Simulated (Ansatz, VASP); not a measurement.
Si: VASP beside Ansatz

```xyz
2
Lattice="-0.0272 2.7019 2.7019 2.7019 -0.0272 2.7019 2.7019 2.7019 -0.0272" Properties=species:S:1:pos:R:3 pbc="T T T"
Si    2.6883    2.6883    2.6883
Si    4.0325    4.0325    4.0325
```

Change from the starting cell: equal xy, yz and zx shear strains of -1 %, PAW files.

Alike in both runs: task electric field gradients; functional LDA; k mesh 11 × 11 × 11; occupations fermi-dirac, width 0.08 eV; no spin polarisation.

|  | VASP | Ansatz |
| --- | --- | --- |
| version | VASP 6.6.1 | Ansatz 0.2.0 |
| potentials or method | VASP PAW LDA potentials, release 64 (Si) | PAW with Ansatz's default frozen-core files, scalar-relativistic |
| plane-wave cutoff (eV) | 520 | 420 |
| valence electrons in the cell | 8 | 8 |

Ansatz gave:

- pressure (GPa): -1.5
- traceless stress, the component that is largest in VASP (GPa): 1.02
- rms of the force components (eV/Å): 0.098
- size of Vzz on the site where it differs most (V/Å²): 4.0

Q: Estimate VASP's values.

A: Pressure (GPa): -1.4; traceless stress, the component that is largest in VASP (GPa): 1.03; rms of the force components (eV/Å): 0.098; size of Vzz on the site where it differs most (V/Å²): 4.2.

LDA's correlation is that of Perdew and Zunger in VASP and of Perdew and Wang (1992) in Ansatz. Atom by atom the forces differ by 0.000 eV/Å (rms over components).
